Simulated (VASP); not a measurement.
Ge: single point with PBE

Ge:

```
Ge
1.0
     2.40945   -3.91123    0.00000
     2.40945    3.91123    0.00000
     0.00000    0.00000    4.78318
Ge
4
Cartesian
  2.4094 2.6530 0.4469
  2.4094 -1.2582 1.9447
  2.4094 -2.6530 4.3363
  2.4094 1.2582 2.8385
```

```json
{"Program": "VASP 6.6.1", "Task": "single point", "Functional": "PBE", "Potentials or basis": "VASP PAW PBE potentials, release 64 (Ge_d)", "Cutoff": "520 eV", "k mesh": "4 × 4 × 4", "Occupations": "gaussian, width 0.1 eV", "Spin": "no spin polarisation", "Dipole correction": "no", "Further INCAR settings": "ALGO = Normal; EDIFF = 1e-06; NBANDS = 36"}
```

* Pressure: -0.4 GPa
* Largest force: 0.039 eV/Å
* Band gap on the k mesh: zero (band 28 reaches 5.99 eV, above the bottom of band 29 at 4.09 eV)

Forces in eV/Å, atoms in the order of the input:
```
Ge   0.000  0.021  0.033
Ge   0.000  0.021 -0.033
Ge   0.000 -0.021 -0.033
Ge   0.000 -0.021  0.033
```

Levels at points of the mesh, in eV from the Fermi level:
| k point | band 24 | band 25 | band 26 | band 27 | band 28 | band 29 | band 30 | band 31 | band 32 | band 33 |
| --- | --- | --- | --- | --- | --- | --- | --- | --- | --- | --- |
| (0.00, 0.00, 0.00) | -5.62 | -3.48 | -2.07 | -1.43 | -1.13 | -0.59 | 1.43 | 2.58 | 2.84 | 4.22 |
| (0.50, 0.00, 0.00) | -6.17 | -3.20 | -3.20 | -1.32 | -1.32 | 1.23 | 1.23 | 2.82 | 2.82 | 4.19 |
| (0.50, 0.50, 0.00) | -4.91 | -4.61 | -3.33 | -0.79 | -0.33 | -0.29 | 1.37 | 1.39 | 1.41 | 5.22 |
| (0.00, 0.00, 0.50) | -4.48 | -2.08 | -2.08 | -1.86 | -1.86 | -0.15 | -0.15 | 2.33 | 2.33 | 2.57 |
| (0.50, 0.00, 0.50) | -8.23 | -2.98 | -2.98 | -1.48 | -1.48 | 3.58 | 3.58 | 3.97 | 3.97 | 4.86 |
| (0.50, 0.50, 0.50) | -7.35 | -3.18 | -3.18 | -2.99 | -2.99 | 2.95 | 2.95 | 4.13 | 4.13 | 6.01 |

Run time: 52 s on 1 thread of Intel(R) Xeon(R) Platinum 8259CL CPU @ 2.50GHz (Skylake/Cascade Lake), with other jobs on the host, peak memory 0.21 GiB.

Caveat: the k points lie up to 0.38 Å⁻¹ apart.
